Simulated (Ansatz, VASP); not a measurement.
# One calculation of C, two programs

```
C
1.0
     2.51292    0.00000    0.00000
     0.00000    2.51292    0.00000
     0.00000    0.00000   29.21524
C
17
Direct
  0.00000 0.50000 0.25672
  0.00000 0.00000 0.28713
  0.50000 0.00000 0.31754
  0.50000 0.50000 0.34795
  0.00000 0.50000 0.37836
  0.00000 0.00000 0.40877
  0.50000 0.00000 0.43918
  0.50000 0.50000 0.46959
  0.00000 0.50000 0.50000
  0.00000 0.00000 0.53041
  0.50000 0.00000 0.56082
  0.50000 0.50000 0.59123
  0.00000 0.50000 0.62164
  0.00000 0.00000 0.65205
  0.50000 0.00000 0.68246
  0.50000 0.50000 0.71287
  0.00000 0.50000 0.74328
```

Alike in both runs: task single point; functional PBEsol; k mesh 11 × 11 × 1; occupations gaussian, width 0.05 eV; no spin polarisation.

```csv
,VASP,Ansatz
version,VASP 6.6.1,Ansatz 0.2.0
potentials or method,"VASP PAW PBE potentials, release 64 (C), cutoff 520 eV","scalar-relativistic, plane waves, PAW"
valence electrons in the cell,68,68
```

Ansatz gave:

- gap on the k mesh at the Fermi level (eV): none
- rms of the force components (eV/Å): 0.662

Q: Estimate VASP's values.

A: gap on the k mesh at the Fermi level (eV): none; rms of the force components (eV/Å): 0.655.

VASP's potentials were made for PBE, not for PBEsol. Atom by atom the forces differ by 0.011 eV/Å (rms over components). A gap of «none» marks a metal or a gap that the smearing closes. Ansatz's warnings: xc potential rough in thin density.
